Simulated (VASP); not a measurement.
# Au (P6/mmm) in VASP: notebook

Runs on Au. Level: PBE. Tasks: single point.

Everything below comes from runs of VASP 6.6.1. Logs are shortened: lines on timing, memory, paths and dates and some standing lists are left out, and cuts for length are marked.

### Step 1. The cell of the first run

Symmetry: P6/mmm, No. 191, hexagonal system. Conventional cell: a = 2.156 Å, b = 2.156 Å, c = 2.067 Å, α = 90.00°, β = 90.00°, γ = 120.00°. Within 2.7 Å of Au (site symmetry 6/mmm) lie 8 Au at 2.07 to 2.16 Å.

### Step 2. Single point, PBE

Contents of INCAR:

```
SYSTEM = Au
PREC = Accurate ; ENCUT = 520
EDIFF = 1E-6 ; ISMEAR = -1
SIGMA = 0.08 ; LREAL = .FALSE.
LASPH = .TRUE. ; NELM = 80
ALGO = Normal ; ISIF = 2
LWAVE = .FALSE. ; LCHARG = .TRUE.
GGA = PE ; LELF = .TRUE.
LVHAR = .TRUE. ; NBANDS = 12
```

Contents of KPOINTS:

```
regular mesh
0
G
  15 15 14
  0 0 0
```

Contents of POSCAR:

```
Au
1.0
    2.1557453410      0.0000000000      0.0000000000
   -1.0778726705      1.8669302294      0.0000000000
    0.0000000000      0.0000000000      2.0668991500
Au
1
Direct
    0.0000000000      0.0000000000      0.0000000000
```

Potentials or basis: VASP PAW PBE potentials, release 64 (Au).

Launch:

```
cat potpaw_PBE.64/Au/POTCAR > POTCAR
mpirun -np 1 vasp_std > vasp.out
```

OUTCAR:

```text
SYSTEM = Au
   PREC = Accurate
   ENCUT = 520
   EDIFF = 1E-6
   ISMEAR = -1
   LREAL = .FALSE.
   LASPH = .TRUE.
   NELM = 80
   ISIF = 2
   GGA = PE

 ion  position               nearest neighbor table
   1  0.000  0.000  0.000-

  LATTYP: Found a hexagonal cell.
 ALAT       =     2.1557453410
 C/A-ratio  =     0.9587863235

  Lattice vectors:

 A1 = (   2.1557453410,   0.0000000000,   0.0000000000)
 A2 = (  -1.0778726705,   1.8669302294,   0.0000000000)
 A3 = (   0.0000000000,   0.0000000000,   2.0668991500)

Analysis of symmetry for initial positions (statically):
=====================================================================
 Subroutine PRICEL returns:
 Original cell was already a primitive cell.

 Routine SETGRP: Setting up the symmetry group for a
 hexagonal supercell.

 Subroutine GETGRP returns: Found 24 space group operations
 (whereof 24 operations were pure point group operations)
 out of a pool of 24 trial point group operations.

The static configuration has the point symmetry D_6h.

Analysis of symmetry for dynamics (positions and initial velocities):
=====================================================================
 Subroutine PRICEL returns:
 Original cell was already a primitive cell.

 Routine SETGRP: Setting up the symmetry group for a
 hexagonal supercell.

 Subroutine GETGRP returns: Found 24 space group operations
 (whereof 24 operations were pure point group operations)
 out of a pool of 24 trial point group operations.

The dynamic configuration has the point symmetry D_6h.

 Subroutine INISYM returns: Found 24 space group operations
 (whereof 24 operations are pure point group operations),
 and found     1 'primitive' translations

----------------------------------------------------------------------------------------

                                     Primitive cell

  volume of cell :       8.3185

  direct lattice vectors                    reciprocal lattice vectors
     2.155745341  0.000000000  0.000000000     0.463876684  0.267819328  0.000000000
    -1.077872670  1.866930229  0.000000000     0.000000000  0.535638657  0.000000000
     0.000000000  0.000000000  2.066899150     0.000000000  0.000000000  0.483816542

  length of vectors
     2.155745341  2.155745341  2.066899150     0.535638657  0.535638657  0.483816542

[... 70 lines left out ...]
   ISTART =      0    job   : 0-new  1-cont  2-samecut
   ICHARG =      2    charge: 1-file 2-atom 10-const
   ISPIN  =      1    spin polarized calculation?
   LNONCOLLINEAR =      F non collinear calculations
   LSORBIT =      F    spin-orbit coupling
   LASPH  =      T    aspherical Exc in radial PAW
   ENCUT  =  520.0 eV  38.22 Ry    6.18 a.u.   4.01  4.01  3.84*2*pi/ulx,y,z
   NELM   =     80;   NELMIN=  2; NELMDL= -5     # of ELM steps
   EDIFF  = 0.1E-05   stopping-criterion for ELM
   LREAL  =      F    real-space projection
   EDIFFG = 0.1E-04   stopping-criterion for IOM
   NSW    =      0    number of steps for IOM
   IBRION =     -1    ionic relax: 0-MD 1-quasi-New 2-CG
   NFREE  =      0    steps in history (QN), initial steepest desc. (CG)
   ISIF   =      2    stress and relaxation
   ISYM   =      2    0-nonsym 1-usesym 2-fastsym
   POTIM  = 0.5000    time-step for ionic-motion
   TEBEG  =    0.0;   TEEND  =   0.0 temperature during run
   PSTRESS=    0.0 pullay stress
   NELECT =      11.0000    total number of electrons
   NUPDOWN=      -1.0000    fix difference up-down
   EMIN   =  10.00;   EMAX   =-10.00  energy-range for DOS
   EFERMI =   0.00;   METHOD = LEGACY
   ISMEAR =    -1;   SIGMA  =   0.08  broadening in eV -4-tet -1-fermi 0-gaus
   EFERMI_NEDOS =   21; number of points for ismear=-14 and -15
   IALGO  =     38    algorithm
   IMIX   =      4    mixing-type and parameters
     AMIX     =   0.40;   BMIX     =  1.00
     AMIX_MAG =   1.60;   BMIX_MAG =  1.00
  volume/ion in A,a.u.               =       8.32        56.14
  Fermi-wavevector in a.u.,A,eV,Ry     =   1.796901  3.395650 43.931208  3.228853
  Thomas-Fermi vector in A             =   2.858354
   LORBIT       =      0    0 simple, 1 ext, 2 COOP (PROOUT), +10 PAW based schemes
   GGA     = PE    functional components
[... 5 lines left out ...]
 non-spin polarized calculation
  energy-cutoff  :      520.00
  volume of cell :        8.32
 maximum number of plane-waves:       234
   NGX =  9   NGY =  9   NGZ =  7

 number of electron      10.9999996 magnetization

 Free energy of the ion-electron system (eV)
  ---------------------------------------------------
  ext. energy  EPLUGINS =         0.00000000
  ---------------------------------------------------
  free energy    TOTEN  =        11.81196781 eV

  energy without entropy =       11.81495854  energy(sigma->0) =       11.81346317

 E-fermi :  28.2481     XC(G=0): -17.3004

 val. band max:       28.1884667816   @ k =   0.3333   0.2667   0.5000
 cond. band min:      28.4861353225   @ k =   0.4667  -0.0000   0.2143
 fundamental gap:      0.2976685410
 Fermi energy:        28.2481253002

 k-point     1 :       0.0000    0.0000    0.0000
  band No.  band energies     occupation
      1       7.6668      2.00000
      2       9.8232      2.00000
      3      15.8838      2.00000
      4      15.8838      2.00000
      5      25.9568      2.00000
      6      25.9568      2.00000
      7      37.6242      0.00000
      8      43.4911      0.00000
      9      52.5164      0.00000
     10      52.5164      0.00000
     11      56.8912      0.00000
     12      60.8461      0.00000
[... 331 lines left out ...]
 k-point    24 :       0.4000    0.2000    0.0000
  band No.  band energies     occupation
      1      11.9277      2.00000
      2      12.8344      2.00000
      3      18.6255      2.00000
      4      19.6723      2.00000
      5      22.5420      2.00000
      6      30.5313      0.00000
      7      34.5561      0.00000
      8      37.2148      0.00000
      9      47.6052      0.00000
     10      56.0815      0.00000
     11      56.4863      0.00000
     12      60.7426      0.00000

 [... further k-points ...]
[... 5 lines left out ...]
  --------------------------------------------------------------------------------------
  -------------------------------------------------------------------------------------
  Total       53.0576323     53.0576323     52.0064900      0.0000000      0.0000000      0.0000000
  in kB    10219.1227861  10219.1227862  10016.6683617      0.0000000      0.0000000      0.0000000
  external PRESSURE =   10151.6379780 kB  Pullay stress =       0.0000000 kB

 VOLUME and BASIS-vectors are now :
 -----------------------------------------------------------------------------
  energy-cutoff  :      520.00
  volume of cell :        8.32
      direct lattice vectors                 reciprocal lattice vectors
     2.155745341  0.000000000  0.000000000     0.463876684  0.267819328  0.000000000
    -1.077872670  1.866930229  0.000000000     0.000000000  0.535638657  0.000000000
     0.000000000  0.000000000  2.066899150     0.000000000  0.000000000  0.483816542

 POSITION                                       TOTAL-FORCE (eV/Angst)
 -----------------------------------------------------------------------------------
      0.00000      0.00000      0.00000         0.000000      0.000000      0.000000
 -----------------------------------------------------------------------------------
    total drift:                                0.000000     -0.000000      0.000000

  FREE ENERGIE OF THE ION-ELECTRON SYSTEM (eV)
  ---------------------------------------------------
  free  energy   TOTEN  =        11.8119678067 eV

  energy  without entropy=       11.8149585356  energy(sigma->0) =       11.81346317
```

stdout:

```text
POSCAR found type information on POSCAR Au
 POSCAR found :  1 types and       1 ions
 scaLAPACK will be used
 LDA part: xc-table for (Slater+PW92), standard interpolation
 POSCAR, INCAR and KPOINTS ok, starting setup
 FFT: planning ... GRIDC
 FFT: planning ... GRID_SOFT
 FFT: planning ... GRID
 WAVECAR not read
 entering main loop
```

Run time: 4.7 s. Hardware: 1 thread of Intel Xeon 6975P-C (Granite Rapids), shared host; peak memory 0.13 GiB.

The run converged, but its numbers aren't listed here, since they failed a check.

Caveat: spin-orbit coupling is left out, which moves the levels of the heavy elements.

### Step 3. Single point, PBE

Contents of INCAR:

```
  ALGO = Normal
  EDIFF = 1E-6
  ENCUT = 520
  GGA = PE
  ISIF = 2
  ISMEAR = -1
  LASPH = True
  LCHARG = True
  LELF = True
  LREAL = False
  LVHAR = True
  LWAVE = False
  NBANDS = 12
  NELM = 80
  PREC = Accurate
  SIGMA = 0.08
```

Contents of KPOINTS:

```
k-points
0
Gamma
  15 15 14
```

POSCAR is that of step 2.

Potentials or basis: VASP PAW PBE potentials, release 64 (Au).

Launch:

```
cat potpaw_PBE.64/Au/POTCAR > POTCAR
mpirun -np 1 vasp_std > vasp.out
```

Run time: 4.9 s. Hardware: 1 thread of Intel Xeon 6975P-C (Granite Rapids), shared host; peak memory 0.13 GiB.

The run converged, but its numbers aren't listed here, since they failed a check.

Caveat: spin-orbit coupling is left out, which moves the levels of the heavy elements.

### Step 4. Single point, PBE

This run uses another cell than the first one, of 9.67 Å³/atom, 1.163 times its volume.

Contents of INCAR:

```
SYSTEM = Au
PREC = Accurate
ENCUT = 520
EDIFF = 1E-7
ISMEAR = -1
SIGMA = 0.08
LREAL = .False.
LASPH = .True.
NELM = 100
ALGO = Normal
ISIF = 2
LWAVE = .False.
LCHARG = .False.
GGA = PE
NBANDS = 12
```

Contents of KPOINTS:

```
regular mesh
0
Gamma
  15 15 14
  0 0 0
```

Contents of POSCAR:

```
Au
1.0
    2.2649193387      0.0000000000      0.0000000000
   -1.1324596693      1.9614776848      0.0000000000
    0.0000000000      0.0000000000      2.1772598694
Au
1
Direct
    0.0000000000      0.0000000000      0.0000000000
```

Launch:

```
cat potpaw_PBE.64/Au/POTCAR > POTCAR
mpirun -np 1 vasp_std > vasp.out
```

Run time: 8.7 s. Hardware: 1 thread of Intel Xeon 6975P-C (Granite Rapids), shared host; peak memory 0.13 GiB.

Results (log left out):

```
Free energy : 5.2927 eV
Pressure    : 572.4 GPa
```

Stress tensor (GPa, compression positive):
```
573.85   0.00   0.00
  0.00 573.85   0.00
  0.00   0.00 569.40
```

Levels at points of the mesh, in eV from the Fermi level:
```tsv
k point	band 4	band 5	band 6	band 7	band 8	band 9
(0.00, 0.00, 0.00)	-10.02	-2.11	-2.11	11.56	15.18	23.72
(0.00, 0.00, 0.50)	-6.73	-6.73	-6.14	6.21	15.35	20.61
```

Caveat: spin-orbit coupling is left out, which moves the levels of the heavy elements.

### Step 5. Single point, PBE

Contents of INCAR:

```
SYSTEM = Au
PREC     = Accurate       ! precision mode
ENCUT    = 520            ! plane-wave cutoff, eV
EDIFF    = 1E-6           ! SCF threshold, eV
ISMEAR   = -1             ! smearing method
SIGMA    = 0.08           ! smearing width, eV
LREAL    = .False.        ! projectors in reciprocal space
LASPH    = .True.         ! aspherical terms in the spheres
NELM     = 80             ! most SCF steps
ALGO     = Normal         ! electronic algorithm
ISIF     = 2              ! what is computed and relaxed
LWAVE    = .False.        ! write WAVECAR
LCHARG   = .False.        ! write CHGCAR
GGA      = PE             ! functional
NBANDS   = 12             ! bands
```

Contents of KPOINTS:

```
Automatic mesh
0
Gamma
  15 15 14
  0 0 0
```

Contents of POSCAR:

```
Au
1.0
    2.2649193387      0.0000000000      0.0000000000
   -1.1324596694      1.9614776848      0.0000000000
    0.0000000000      0.0000000000      2.1772598694
Au
1
Direct
    0.0000000000      0.0000000000      0.0000000000
```

Launch:

```
cat potpaw_PBE.64/Au/POTCAR > POTCAR
mpirun -np 1 vasp_std > vasp.out
```

Run time: 7.8 s. Hardware: 1 thread of Intel Xeon 6975P-C (Granite Rapids), shared host; peak memory 0.14 GiB.

Results (log left out):

```
Free energy : 5.2927 eV
Pressure    : 572.4 GPa
```

Stress tensor (GPa, compression positive):
```
573.85   0.00   0.00
  0.00 573.85   0.00
  0.00   0.00 569.39
```

Levels at points of the mesh, in eV from the Fermi level:
```
           k point  band 2  band 3  band 4  band 5  band 6  band 7  band 8  band 9  band 10  band 11
(0.00, 0.00, 0.00)  -15.06  -10.02  -10.02   -2.11   -2.11   11.56   15.18   23.72    23.72    27.24
(0.00, 0.00, 0.50)   -9.02   -9.02   -6.73   -6.73   -6.14    6.21   15.35   20.61    20.61    22.04
```

Caveat: spin-orbit coupling is left out, which moves the levels of the heavy elements.

### Step 6. Single point, PBE

This run uses another cell than the first one, of 11.22 Å³/atom, 1.349 times its volume.

Contents of INCAR:

```
SYSTEM = Au
PREC = Accurate
ENCUT = 520
EDIFF = 1E-6
ISMEAR = -1
SIGMA = 0.08
LREAL = .FALSE.
LASPH = .TRUE.
NELM = 100
ALGO = Normal
ISIF = 2
LWAVE = .FALSE.
LCHARG = .FALSE.
GGA = PE
NBANDS = 12
```

Contents of KPOINTS:

```
Automatic mesh
0
G
  15 15 14
  0 0 0
```

Contents of POSCAR:

```
Au
1.0
    2.3766507856      0.0000000000      0.0000000000
   -1.1883253928      2.0582399562      0.0000000000
    0.0000000000      0.0000000000      2.2937336755
Au
1
Direct
    0.0000000000      0.0000000000      0.0000000000
```

Potentials or basis: VASP PAW PBE potentials, release 64 (Au).

Launch:

```
cat potpaw_PBE.64/Au/POTCAR > POTCAR
mpirun -np 1 vasp_std > vasp.out
```

It took 8.4 s on 1 thread of Intel Xeon 6975P-C (Granite Rapids), shared host; peak memory 0.14 GiB.

Results (log left out):

```
Free energy : 1.1953 eV
Pressure    : 305.0 GPa
```

Stress tensor (GPa, compression positive):
```
305.34   0.00   0.00
  0.00 305.34   0.00
  0.00   0.00 304.35
```

Levels at points of the mesh, in eV from the Fermi level:
```tsv
k point	band 3	band 4	band 5	band 6	band 7	band 8	band 9	band 10
(0.00, 0.00, 0.00)	-8.13	-8.13	-1.93	-1.93	13.16	14.92	23.01	23.01
(0.00, 0.00, 0.50)	-7.36	-5.43	-5.43	-4.76	4.84	16.59	21.28	21.28
```

Caveat: spin-orbit coupling is left out, which moves the levels of the heavy elements.
